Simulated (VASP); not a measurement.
# As (R-3m) in VASP: further runs

Aim: see how the results for As move with the level of theory and the settings. Levels: r2SCAN, PBEsol+D3(BJ). Tasks: single point.

All numbers are computed with VASP 6.6.1; they aren't measurements. Logs are shortened: lines on timing, memory, paths and dates and some standing lists are left out, and cuts for length are marked.

## 1. The cell of the first run

Symmetry: R-3m, No. 166, trigonal system. Conventional cell: a = 3.811 Å, b = 3.811 Å, c = 10.681 Å, α = 90.00°, β = 90.00°, γ = 120.00°. Within 3.4 Å of As (site symmetry 3m) lie 6 As at 2.54 to 3.18 Å.

## 2. Single point, r2SCAN

The input, POSCAR:

```
As
1.0
    1.9055470646      1.1001681106      3.5603049553
   -1.9055470646      1.1001681106      3.5603049553
    0.0000000000     -2.2003362214      3.5603049553
As
2
Direct
    0.2260000000      0.2260000000      0.2260000000
    0.7740000000      0.7740000000      0.7740000000
```

The input, INCAR.step1:

```
PREC = Accurate
ENCUT = 520
ISMEAR = -1
SIGMA = 0.05
LREAL = False
LASPH = True
NELM = 80
NBANDS = 12
GGA = PE
ALGO = Normal
EDIFF = 1E-4
LWAVE = True
LCHARG = False
```

The input, INCAR.step2:

```
PREC = Accurate
ENCUT = 520
EDIFF = 1E-6
ISMEAR = -1
SIGMA = 0.05
LREAL = False
LASPH = True
NELM = 80
ALGO = Normal
ISIF = 2
LWAVE = False
LCHARG = True
METAGGA = R2SCAN
LMIXTAU = True
LELF = True
LVHAR = True
NBANDS = 12
ISTART = 1
```

The input, KPOINTS:

```
Automatic mesh
0
Gamma
  9 9 9
```

Potentials or basis: VASP PAW PBE potentials, release 64 (As).

The run is started by

```
$ cat potpaw_PBE.64/As/POTCAR > POTCAR
$ cp INCAR.step1 INCAR
$ mpirun -np 1 vasp_std > vasp.out
$ cp INCAR.step2 INCAR
$ mpirun -np 1 vasp_std > vasp.out
```

OUTCAR:

```text
PREC = Accurate
   ENCUT = 520
   EDIFF = 1E-6
   ISMEAR = -1
   LREAL = False
   LASPH = True
   NELM = 80
   ISIF = 2
   METAGGA = R2SCAN
   ISTART = 1

 ion  position               nearest neighbor table
   1  0.226  0.226  0.226-   2 2.54   2 2.54   2 2.54
   2  0.774  0.774  0.774-   1 2.54   1 2.54   1 2.54

  LATTYP: Found a trigonal (rhomboedric) cell.
 ALAT       =     4.1853614971
 COS(alpha) =     0.5854247172

  Lattice vectors:

 A1 = (   1.9055470646,   1.1001681106,   3.5603049553)
 A2 = (  -1.9055470646,   1.1001681106,   3.5603049553)
 A3 = (   0.0000000000,  -2.2003362214,   3.5603049553)

Analysis of symmetry for initial positions (statically):
=====================================================================
 Subroutine PRICEL returns:
 Original cell was already a primitive cell.

 Routine SETGRP: Setting up the symmetry group for a
 trigonal (rhombohedral) supercell.

 Subroutine GETGRP returns: Found 12 space group operations
 (whereof 12 operations were pure point group operations)
 out of a pool of 12 trial point group operations.

The static configuration has the point symmetry D_3d.

Analysis of symmetry for dynamics (positions and initial velocities):
=====================================================================
 Subroutine PRICEL returns:
 Original cell was already a primitive cell.

 Routine SETGRP: Setting up the symmetry group for a
 trigonal (rhombohedral) supercell.

 Subroutine GETGRP returns: Found 12 space group operations
 (whereof 12 operations were pure point group operations)
 out of a pool of 12 trial point group operations.

The dynamic configuration has the point symmetry D_3d.

 Subroutine INISYM returns: Found 12 space group operations
 (whereof 12 operations are pure point group operations),
 and found     1 'primitive' translations

----------------------------------------------------------------------------------------

                                     Primitive cell

  volume of cell :      44.7834

  direct lattice vectors                    reciprocal lattice vectors
     1.905547065  1.100168111  3.560304955     0.262391840  0.151491999  0.093624939
    -1.905547065  1.100168111  3.560304955    -0.262391840  0.151491999  0.093624939
     0.000000000 -2.200336221  3.560304955     0.000000000 -0.302983999  0.093624939

  length of vectors
     4.185361497  4.185361497  4.185361497     0.317119745  0.317119745  0.317119745

  position of ions in fractional coordinates (direct lattice)
     0.226000000  0.226000000  0.226000000
     0.774000000  0.774000000  0.774000000

  ion indices of the primitive-cell ions
   primitive index   ion index
                 1           1
                 2           2

----------------------------------------------------------------------------------------

 KPOINTS: Automatic mesh

Automatic generation of k-mesh.
 Grid dimensions read from file:
 generate k-points for:    9    9    9

 Generating k-lattice:

  Cartesian coordinates                     Fractional coordinates (reciprocal lattice)
     0.029154649  0.016832444  0.010402771     0.111111111  0.000000000  0.000000000
    -0.029154649  0.016832444  0.010402771     0.000000000  0.111111111  0.000000000
     0.000000000 -0.033664889  0.010402771     0.000000000  0.000000000  0.111111111

  Length of vectors
     0.035235527  0.035235527  0.035235527

  Shift w.r.t. Gamma in fractional coordinates (k-lattice)
     0.000000000  0.000000000  0.000000000

 Subroutine IBZKPT returns following result:
 ===========================================

 Found     85 irreducible k-points:

 Following reciprocal coordinates:
            Coordinates               Weight
  0.000000  0.000000  0.000000      1.000000
  0.111111 -0.000000 -0.000000      6.000000
  0.222222 -0.000000  0.000000      6.000000
  0.333333  0.000000  0.000000      6.000000
  0.444444 -0.000000  0.000000      6.000000
  0.111111  0.111111 -0.000000      6.000000
[... 16 lines left out ...]
 -0.333333  0.333333  0.000000      6.000000
  0.444444  0.444444  0.000000      6.000000
 [... further k-points ...]
   k-points           NKPTS =     85   k-points in BZ     NKDIM =     85   number of bands    NBANDS=     12
   number of dos      NEDOS =    301   number of ions     NIONS =      2
   total plane-waves  NPLWV =  32768
   dimension x,y,z NGX =    32 NGY =   32 NGZ =   32
   dimension x,y,z NGXF=    64 NGYF=   64 NGZF=   64
   ions per type =               2
   NGX,Y,Z   is equivalent  to a cutoff of  12.71, 12.71, 12.71 a.u.
   NGXF,Y,Z  is equivalent  to a cutoff of  25.42, 25.42, 25.42 a.u.
 SYSTEM =  unknown system
   PREC   = accura    normal or accurate (medium, high low for compatibility)
   ISTART =      1    job   : 0-new  1-cont  2-samecut
   ICHARG =      0    charge: 1-file 2-atom 10-const
   ISPIN  =      1    spin polarized calculation?
   LNONCOLLINEAR =      F non collinear calculations
   LSORBIT =      F    spin-orbit coupling
   LASPH  =      T    aspherical Exc in radial PAW
   ENCUT  =  520.0 eV  38.22 Ry    6.18 a.u.   7.78  7.78  7.78*2*pi/ulx,y,z
   NELM   =     80;   NELMIN=  2; NELMDL=  0     # of ELM steps
   EDIFF  = 0.1E-05   stopping-criterion for ELM
   LREAL  =      F    real-space projection
   EDIFFG = 0.1E-04   stopping-criterion for IOM
   NSW    =      0    number of steps for IOM
   IBRION =     -1    ionic relax: 0-MD 1-quasi-New 2-CG
   NFREE  =      0    steps in history (QN), initial steepest desc. (CG)
   ISIF   =      2    stress and relaxation
   ISYM   =      2    0-nonsym 1-usesym 2-fastsym
   POTIM  = 0.5000    time-step for ionic-motion
   TEBEG  =    0.0;   TEEND  =   0.0 temperature during run
   PSTRESS=    0.0 pullay stress
   NELECT =      10.0000    total number of electrons
   NUPDOWN=      -1.0000    fix difference up-down
   EMIN   =  10.00;   EMAX   =-10.00  energy-range for DOS
   EFERMI =   0.00;   METHOD = LEGACY
   ISMEAR =    -1;   SIGMA  =   0.05  broadening in eV -4-tet -1-fermi 0-gaus
   EFERMI_NEDOS =   21; number of points for ismear=-14 and -15
   IALGO  =     38    algorithm
   IMIX   =      4    mixing-type and parameters
     AMIX     =   0.40;   BMIX     =  1.00
     AMIX_MAG =   1.60;   BMIX_MAG =  1.00
  volume/ion in A,a.u.               =      22.39       151.11
  Fermi-wavevector in a.u.,A,eV,Ry     =   0.993198  1.876872 13.421358  0.986442
  Thomas-Fermi vector in A             =   2.125063
   LORBIT       =      0    0 simple, 1 ext, 2 COOP (PROOUT), +10 PAW based schemes
   METAGGA = R2SCAN    functional components
   LHFCALC =     F    Hartree Fock is set to
   AEXX    =    0.0000 exact exchange contribution
   IVDW    =     0    specifies the selected vdW correction
   LEPSILON=     F    determine dielectric tensor
   LRPA    =     F    only Hartree local field effects (RPA)
 non-spin polarized calculation
  energy-cutoff  :      520.00
  volume of cell :       44.78
 maximum number of plane-waves:      1221
   NGX = 15   NGY = 15   NGZ = 15

 number of electron       9.9999999 magnetization

 Free energy of the ion-electron system (eV)
  ---------------------------------------------------
  ext. energy  EPLUGINS =         0.00000000
  ---------------------------------------------------
  free energy    TOTEN  =       -29.38910625 eV

  energy without entropy =      -29.38781507  energy(sigma->0) =      -29.38846066

 E-fermi :   4.9761     XC(G=0): -10.2206

 val. band max:        4.9307368494   @ k =   0.4444  -0.0000   0.0000
 cond. band min:       5.0131889908   @ k =   0.4444   0.3333   0.3333
 fundamental gap:      0.0824521414
 Fermi energy:         4.9761079297

 k-point     1 :       0.0000    0.0000    0.0000
  band No.  band energies     occupation
      1     -10.5096      2.00000
      2      -1.2124      2.00000
      3       2.3894      2.00000
      4       2.7375      2.00000
      5       2.7375      2.00000
      6       6.5961      0.00000
      7       7.8413      0.00000
      8       7.8413      0.00000
      9      12.2439      0.00000
     10      12.2439      0.00000
     11      12.7977      0.00000
     12      14.1484      0.00000

 k-point     2 :       0.1111   -0.0000   -0.0000
  band No.  band energies     occupation
      1     -10.3430      2.00000
      2      -1.7790      2.00000
      3       2.3662      2.00000
      4       2.6153      2.00000
      5       2.7641      2.00000
      6       6.8502      0.00000
      7       7.5719      0.00000
      8       7.7290      0.00000
      9      11.3498      0.00000
     10      12.1090      0.00000
     11      12.1143      0.00000
     12      15.2048      0.00000

 k-point     3 :       0.2222   -0.0000    0.0000
  band No.  band energies     occupation
      1      -9.8489      2.00000
      2      -3.1244      2.00000
      3       2.0927      2.00000
      4       2.3431      2.00000
      5       3.2257      2.00000
      6       6.3841      0.00000
      7       7.2091      0.00000
      8       7.3133      0.00000
      9      11.2526      0.00000
     10      11.9516      0.00000
     11      12.7393      0.00000
     12      17.2014      0.00000
[... 286 lines left out ...]
 k-point    23 :      -0.3333    0.3333    0.0000
  band No.  band energies     occupation
      1      -6.8269      2.00000
      2      -6.6819      2.00000
      3      -1.0853      2.00000
      4       1.6439      2.00000
      5       1.6684      2.00000
      6       7.6013      0.00000
      7       7.7170      0.00000
      8      10.8272      0.00000
      9      11.8392      0.00000
     10      13.2403      0.00000
     11      15.4637      0.00000
     12      18.0036      0.00000

 k-point    24 :       0.4444    0.4444    0.0000
  band No.  band energies     occupation
      1      -7.9406      2.00000
      2      -4.9954      2.00000
      3      -0.9479      2.00000
      4       0.7179      2.00000
      5       0.7955      2.00000
      6       6.7032      0.00000
      7      10.3036      0.00000
      8      11.7515      0.00000
      9      11.9705      0.00000
     10      15.8119      0.00000
     11      16.8997      0.00000
     12      18.2329      0.00000

 [... further k-points ...]
[... 5 lines left out ...]
  --------------------------------------------------------------------------------------
  -------------------------------------------------------------------------------------
  Total       -0.4344698     -0.4344698      0.0122656      0.0000000     -0.0000000      0.0000000
  in kB      -15.5436511    -15.5436511      0.4388172      0.0000000     -0.0000000      0.0000000
  external PRESSURE =     -10.2161617 kB  Pullay stress =       0.0000000 kB

 VOLUME and BASIS-vectors are now :
 -----------------------------------------------------------------------------
  energy-cutoff  :      520.00
  volume of cell :       44.78
      direct lattice vectors                 reciprocal lattice vectors
     1.905547065  1.100168111  3.560304955     0.262391840  0.151491999  0.093624939
    -1.905547065  1.100168111  3.560304955    -0.262391840  0.151491999  0.093624939
     0.000000000 -2.200336221  3.560304955     0.000000000 -0.302983999  0.093624939

 POSITION                                       TOTAL-FORCE (eV/Angst)
 -----------------------------------------------------------------------------------
      0.00000     -0.00000      2.41389         0.000000      0.000000     -0.064863
      0.00000     -0.00000      8.26703         0.000000     -0.000000      0.064863
 -----------------------------------------------------------------------------------
    total drift:                               -0.000000     -0.000000      0.000000

  FREE ENERGIE OF THE ION-ELECTRON SYSTEM (eV)
  ---------------------------------------------------
  free  energy   TOTEN  =       -29.3891062532 eV

  energy  without entropy=      -29.3878150694  energy(sigma->0) =      -29.38846066
```

It took 74 s on 1 thread of Intel Xeon 6975P-C (Granite Rapids), shared host; peak memory 0.2 GiB.

Results:

* Free energy: -29.3891 eV
* Pressure: -1.0 GPa
* Largest force: 0.065 eV/Å
* Band gap on the k mesh: zero (band 5 reaches 5.01 eV, above the bottom of band 6 at 4.93 eV)

Forces in eV/Å, atoms in the order of the input:
```
As   0.000  0.000 -0.065
As   0.000  0.000  0.065
```

Caveat: the PAW data sets were made with another functional, which shifts forces and pressure a little.

(Continued in part 2 of 2.)
